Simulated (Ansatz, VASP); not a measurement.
**Ge: VASP beside Ansatz**

```xyz
1
Lattice="-1.7760 1.7760 1.7760 1.7760 -1.7760 1.7760 1.7760 1.7760 -1.7760" Properties=species:S:1:pos:R:3 pbc="T T T"
Ge    0.0000    0.0000    0.0000
```

Alike in both runs: task single point; functional BLYP; k mesh 14 × 14 × 14; occupations fermi-dirac, width 0.1 eV; no spin polarisation.

|  | VASP | Ansatz |
| --- | --- | --- |
| version | VASP 6.6.1 | Ansatz 0.2.0 |
| potentials or method | VASP PAW PBE potentials, release 64 (Ge_d), cutoff 520 eV | plane waves (420 eV) with PAW, scalar-relativistic |
| valence electrons in the cell | 14 | 14 |

Ansatz gave:

- pressure (GPa): -1.9

Question: Which values does VASP return?

Answer: Pressure (GPa): -2.0.

VASP's potentials were made for PBE, not for BLYP.
